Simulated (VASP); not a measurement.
# W (I4/mmm) in VASP: notebook

Runs on W. Level: LDA. Tasks: single point.

Program: VASP 6.6.1. These are calculated values, not measurements. Logs are shortened: lines on timing, memory, paths and dates and some standing lists are left out, and cuts for length are marked.

### 1 The cell of the first run

The structure is tetragonal, space group I4/mmm (No. 139). Conventional cell: a = 3.020 Å, b = 3.020 Å, c = 3.659 Å, α = 90.00°, β = 90.00°, γ = 90.00°. W (site symmetry 4/mmm) has 14 W at 2.81 to 3.66 Å within 3.7 Å.

### 2 Single point, LDA (16.68 Å³/atom)

Contents of INCAR:

```
SYSTEM = W
  PREC = Accurate
  ENCUT = 520
  EDIFF = 1E-6
  ISMEAR = 0
  SIGMA = 0.15
  LREAL = .FALSE.
  LASPH = .TRUE.
  NELM = 100
  ALGO = Fast
  ISIF = 2
  LWAVE = .FALSE.
  LCHARG = .FALSE.
  GGA = CA
  NBANDS = 13
```

Contents of KPOINTS:

```
regular mesh
0
G
  22 22 22
  0 0 0
```

Contents of POSCAR:

```
W
1.0
    0.0000000000      2.1351119338      1.8295774161
    2.1351119338      0.0000000000      1.8295774161
    2.1351119338      2.1351119338      0.0000000000
W
1
Direct
    0.0000000000      0.0000000000      0.0000000000
```

Potentials or basis: VASP PAW LDA potentials, release 64 (W_sv).

Started as:

```bash
cat potpaw_LDA.64/W_sv/POTCAR > POTCAR
mpirun -np 1 vasp_std > vasp.out
```

OUTCAR:

```text
SYSTEM = W
   PREC = Accurate
   ENCUT = 520
   EDIFF = 1E-6
   ISMEAR = 0
   LREAL = .FALSE.
   LASPH = .TRUE.
   NELM = 100
   ISIF = 2
   GGA = CA

 ion  position               nearest neighbor table
   1  0.000  0.000  0.000-

  LATTYP: Found a body centered tetragonal cell.
 ALAT       =     3.0195042540
 C/A-ratio  =     1.2118396016

  Lattice vectors:

 A1 = (   0.0000000000,  -2.1351119338,  -1.8295774161)
 A2 = (   0.0000000000,   2.1351119338,  -1.8295774161)
 A3 = (   2.1351119338,   0.0000000000,   1.8295774161)

Analysis of symmetry for initial positions (statically):
=====================================================================
 Subroutine PRICEL returns:
 Original cell was already a primitive cell.

 Routine SETGRP: Setting up the symmetry group for a
 body centered tetragonal supercell.

 Subroutine GETGRP returns: Found 16 space group operations
 (whereof 16 operations were pure point group operations)
 out of a pool of 16 trial point group operations.

The static configuration has the point symmetry D_4h.

Analysis of symmetry for dynamics (positions and initial velocities):
=====================================================================
 Subroutine PRICEL returns:
 Original cell was already a primitive cell.

 Routine SETGRP: Setting up the symmetry group for a
 body centered tetragonal supercell.

 Subroutine GETGRP returns: Found 16 space group operations
 (whereof 16 operations were pure point group operations)
 out of a pool of 16 trial point group operations.

The dynamic configuration has the point symmetry D_4h.

 Subroutine INISYM returns: Found 16 space group operations
 (whereof 16 operations are pure point group operations),
 and found     1 'primitive' translations

----------------------------------------------------------------------------------------

                                     Primitive cell

  volume of cell :      16.6810

  direct lattice vectors                    reciprocal lattice vectors
     0.000000000  2.135111934  1.829577416    -0.234179760  0.234179760  0.273287151
     2.135111934  0.000000000  1.829577416     0.234179760 -0.234179760  0.273287151
     2.135111934  2.135111934  0.000000000     0.234179760  0.234179760 -0.273287151

  length of vectors
     2.811771060  2.811771060  3.019504254     0.429378838  0.429378838  0.429378838

  position of ions in fractional coordinates (direct lattice)
     0.000000000  0.000000000  0.000000000

  ion indices of the primitive-cell ions
   primitive index   ion index
                 1           1

----------------------------------------------------------------------------------------

 KPOINTS: regular mesh

Automatic generation of k-mesh.
 Grid dimensions read from file:
 generate k-points for:   22   22   22

 Generating k-lattice:

  Cartesian coordinates                     Fractional coordinates (reciprocal lattice)
    -0.010644535  0.010644535  0.012422143     0.045454545  0.000000000  0.000000000
     0.010644535 -0.010644535  0.012422143     0.000000000  0.045454545  0.000000000
     0.010644535  0.010644535 -0.012422143     0.000000000  0.000000000  0.045454545

  Length of vectors
     0.019517220  0.019517220  0.019517220

  Shift w.r.t. Gamma in fractional coordinates (k-lattice)
     0.000000000  0.000000000  0.000000000

 Subroutine IBZKPT returns following result:
 ===========================================

 Found    834 irreducible k-points:

 Following reciprocal coordinates:
            Coordinates               Weight
  0.000000  0.000000  0.000000      1.000000
  0.045455  0.000000  0.000000      8.000000
  0.090909  0.000000  0.000000      8.000000
  0.136364  0.000000  0.000000      8.000000
  0.181818  0.000000  0.000000      8.000000
  0.227273  0.000000  0.000000      8.000000
[... 16 lines left out ...]
  0.500000  0.045455  0.000000      8.000000
 -0.454545  0.045455  0.000000      8.000000
 [... further k-points ...]
   k-points           NKPTS =    834   k-points in BZ     NKDIM =    834   number of bands    NBANDS=     13
   number of dos      NEDOS =    301   number of ions     NIONS =      1
   total plane-waves  NPLWV =  13824
   dimension x,y,z NGX =    24 NGY =   24 NGZ =   24
   dimension x,y,z NGXF=    48 NGYF=   48 NGZF=   48
   ions per type =               1
   NGX,Y,Z   is equivalent  to a cutoff of  14.19, 14.19, 13.21 a.u.
   NGXF,Y,Z  is equivalent  to a cutoff of  28.38, 28.38, 26.43 a.u.
 SYSTEM =  W
   PREC   = accura    normal or accurate (medium, high low for compatibility)
   ISTART =      0    job   : 0-new  1-cont  2-samecut
   ICHARG =      2    charge: 1-file 2-atom 10-const
   ISPIN  =      1    spin polarized calculation?
   LNONCOLLINEAR =      F non collinear calculations
   LSORBIT =      F    spin-orbit coupling
   LASPH  =      T    aspherical Exc in radial PAW
   ENCUT  =  520.0 eV  38.22 Ry    6.18 a.u.   5.23  5.23  5.61*2*pi/ulx,y,z
   NELM   =    100;   NELMIN=  2; NELMDL= -5     # of ELM steps
   EDIFF  = 0.1E-05   stopping-criterion for ELM
   LREAL  =      F    real-space projection
   EDIFFG = 0.1E-04   stopping-criterion for IOM
   NSW    =      0    number of steps for IOM
   IBRION =     -1    ionic relax: 0-MD 1-quasi-New 2-CG
   NFREE  =      0    steps in history (QN), initial steepest desc. (CG)
   ISIF   =      2    stress and relaxation
   ISYM   =      2    0-nonsym 1-usesym 2-fastsym
   POTIM  = 0.5000    time-step for ionic-motion
   TEBEG  =    0.0;   TEEND  =   0.0 temperature during run
   PSTRESS=    0.0 pullay stress
   NELECT =      14.0000    total number of electrons
   NUPDOWN=      -1.0000    fix difference up-down
   EMIN   =  10.00;   EMAX   =-10.00  energy-range for DOS
   EFERMI =   0.00;   METHOD = LEGACY
   ISMEAR =     0;   SIGMA  =   0.15  broadening in eV -4-tet -1-fermi 0-gaus
   EFERMI_NEDOS =   21; number of points for ismear=-14 and -15
   IALGO  =     68    algorithm
   IMIX   =      4    mixing-type and parameters
     AMIX     =   0.40;   BMIX     =  1.00
     AMIX_MAG =   1.60;   BMIX_MAG =  1.00
  volume/ion in A,a.u.               =      16.68       112.57
  Fermi-wavevector in a.u.,A,eV,Ry     =   1.544223  2.918159 32.444808  2.384626
  Thomas-Fermi vector in A             =   2.649775
   LORBIT       =      0    0 simple, 1 ext, 2 COOP (PROOUT), +10 PAW based schemes
   GGA     = CA    functional components
   LHFCALC =     F    Hartree Fock is set to
   AEXX    =    0.0000 exact exchange contribution
   IVDW    =     0    specifies the selected vdW correction
   LEPSILON=     F    determine dielectric tensor
   LRPA    =     F    only Hartree local field effects (RPA)
 non-spin polarized calculation
 RMM-DIIS sequential band-by-band and
 Gauss-broadening in eV      SIGMA  =   0.15
  energy-cutoff  :      520.00
  volume of cell :       16.68
 maximum number of plane-waves:       467
 NGX is ok and might be reduce to    24
   NGX = 11   NGY = 11   NGZ = 11

 number of electron      14.0000001 magnetization

 Free energy of the ion-electron system (eV)
  ---------------------------------------------------
  ext. energy  EPLUGINS =         0.00000000
  ---------------------------------------------------
  free energy    TOTEN  =       -13.76302459 eV

  energy without entropy =      -13.75503739  energy(sigma->0) =      -13.75903099

 E-fermi :  10.4861     XC(G=0): -13.5408

 val. band max:       10.4841023414   @ k =   0.1364   0.0000   0.1364
 cond. band min:      10.4890651350   @ k =   0.4091   0.0000   0.3636
 fundamental gap:      0.0049627935
 Fermi energy:        10.4860524961

 k-point     1 :       0.0000    0.0000    0.0000
  band No.  band energies     occupation
      1     -63.1911      2.00000
      2     -27.0817      2.00000
      3     -27.0817      2.00000
      4     -27.0680      2.00000
      5       1.3170      2.00000
      6       9.1237      2.00000
      7       9.1237      2.00000
      8      10.9374      0.00002
      9      11.1066      0.00000
     10      13.4100      0.00000
     11      23.3762      0.00000
     12      26.5242      0.00000
     13      26.5242      0.00000

 k-point     2 :       0.0455    0.0000    0.0000
  band No.  band energies     occupation
      1     -63.1890      2.00000
      2     -27.1017      2.00000
      3     -27.0872      2.00000
      4     -27.0730      2.00000
      5       1.4078      2.00000
      6       9.1127      2.00000
      7       9.1604      2.00000
      8      10.9113      0.00006
      9      11.0964      0.00000
     10      13.3578      0.00000
     11      23.5552      0.00000
     12      26.5303      0.00000
     13      26.6802      0.00000

 k-point     3 :       0.0909    0.0000    0.0000
  band No.  band energies     occupation
      1     -63.1829      2.00000
      2     -27.1707      2.00000
      3     -27.1031      2.00000
      4     -27.0765      2.00000
      5       1.6739      2.00000
      6       9.0653      2.00000
      7       9.2466      2.00000
      8      10.8617      0.00040
      9      11.0959      0.00000
     10      13.2210      0.00000
     11      24.0470      0.00000
     12      26.4437      0.00000
     13      27.1391      0.00000
[... 305 lines left out ...]
 k-point    23 :       0.5000    0.0455    0.0000
  band No.  band energies     occupation
      1     -63.0849      2.00000
      2     -28.1842      2.00000
      3     -27.3521      2.00000
      4     -27.1282      2.00000
      5       4.7239      2.00000
      6       8.3485      2.00000
      7      10.2528      1.97215
      8      10.9577      0.00001
      9      14.3697      0.00000
     10      15.6959      0.00000
     11      20.3306      0.00000
     12      22.7095      0.00000
     13      27.7818      0.00000

 k-point    24 :      -0.4545    0.0455    0.0000
  band No.  band energies     occupation
      1     -63.0864      2.00000
      2     -28.1696      2.00000
      3     -27.3457      2.00000
      4     -27.1321      2.00000
      5       4.7219      2.00000
      6       8.3618      2.00000
      7      10.0753      1.99989
      8      11.0655      0.00000
      9      14.3780      0.00000
     10      15.4507      0.00000
     11      20.4819      0.00000
     12      22.7493      0.00000
     13      28.1601      0.00000

 [... further k-points ...]

------------------------ aborting loop because EDIFF is reached ----------------------------------------

  FORCE on cell =-STRESS in cart. coord.  units (eV):
  Direction    XX          YY          ZZ          XY          YZ          ZX
  --------------------------------------------------------------------------------------
  -------------------------------------------------------------------------------------
  Total       -0.8416188     -0.8416188     -3.7490295      0.0000000     -0.0000000     -0.0000000
  in kB      -80.8358364    -80.8358364   -360.0869260      0.0000000     -0.0000000     -0.0000000
  external PRESSURE =    -173.9195329 kB  Pullay stress =       0.0000000 kB

 VOLUME and BASIS-vectors are now :
 -----------------------------------------------------------------------------
  energy-cutoff  :      520.00
  volume of cell :       16.68
      direct lattice vectors                 reciprocal lattice vectors
     0.000000000  2.135111934  1.829577416    -0.234179760  0.234179760  0.273287151
     2.135111934  0.000000000  1.829577416     0.234179760 -0.234179760  0.273287151
     2.135111934  2.135111934  0.000000000     0.234179760  0.234179760 -0.273287151

 POSITION                                       TOTAL-FORCE (eV/Angst)
 -----------------------------------------------------------------------------------
      0.00000      0.00000      0.00000         0.000000     -0.000000     -0.000000
 -----------------------------------------------------------------------------------
    total drift:                               -0.000000      0.000000     -0.000000

  FREE ENERGIE OF THE ION-ELECTRON SYSTEM (eV)
  ---------------------------------------------------
  free  energy   TOTEN  =       -13.7630245944 eV

  energy  without entropy=      -13.7550373934  energy(sigma->0) =      -13.75903099
```

Run time: 98 s. Hardware: 1 thread of Intel Xeon 8259CL, shared host; peak memory 0.28 GiB.

What came out:

```yaml
Free_energy: -13.7630 eV
Pressure: -17.4 GPa
Band_gap_on_the_k_mesh: zero (bands 7 and 8 overlap by 5.32 eV)
```

Stress tensor (GPa, compression positive):
```
 -8.08   0.00   0.00
  0.00  -8.08   0.00
  0.00   0.00 -36.01
```

Caveat: the stress differs along the axes, from -36 to -8 GPa; spin-orbit coupling is left out, which moves the levels of the heavy elements.

[end of part 1 of 2]
